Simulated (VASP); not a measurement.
Input of a VASP 6.6.1 run:

INCAR

```
SYSTEM = MgS
PREC     = Accurate       ! precision mode
ENCUT    = 520            ! plane-wave cutoff, eV
EDIFF    = 1E-6           ! SCF threshold, eV
ISMEAR   = -1             ! smearing method
SIGMA    = 0.02           ! smearing width, eV
LREAL    = .False.        ! projectors in reciprocal space
LASPH    = .True.         ! aspherical terms in the spheres
NELM     = 60             ! most SCF steps
ALGO     = Normal         ! electronic algorithm
ISIF     = 2              ! what is computed and relaxed
LWAVE    = .False.        ! write WAVECAR
LCHARG   = .False.        ! write CHGCAR
GGA      = PE             ! functional
NBANDS   = 11             ! bands
```

File KPOINTS:

```
regular mesh
0
Gamma
  8 8 8
  0 0 0
```

The input POSCAR:

```
MgS
1.0
    0.0000000000      2.8308768389      2.8308768389
    2.9656265765      0.0000000000      2.8308768389
    2.9656265765      2.8308768389      0.0000000000
Mg S
1 1
Direct
    0.0000000000      0.0000000000      0.0000000000
    0.2500000000      0.2500000000      0.2500000000
```

Potentials or basis: VASP PAW PBE potentials, release 64 (Mg, S).

Run with:

```sh
$ cat potpaw_PBE.64/Mg/POTCAR potpaw_PBE.64/S/POTCAR > POTCAR
$ mpirun -np 1 vasp_std > vasp.out
```

**Question.** Estimate the band gap on the k mesh.

**Answer.** 3.18 eV.

**Question.** Estimate the pressure.

**Answer.** -1.6 GPa.

Stress tensor (GPa, compression positive):
```
-2.48  0.00  0.00
 0.00 -1.23  0.00
 0.00  0.00 -1.23
```

Caveat: the cell differs from its parent crystal (uniaxial x strain +4.8%).
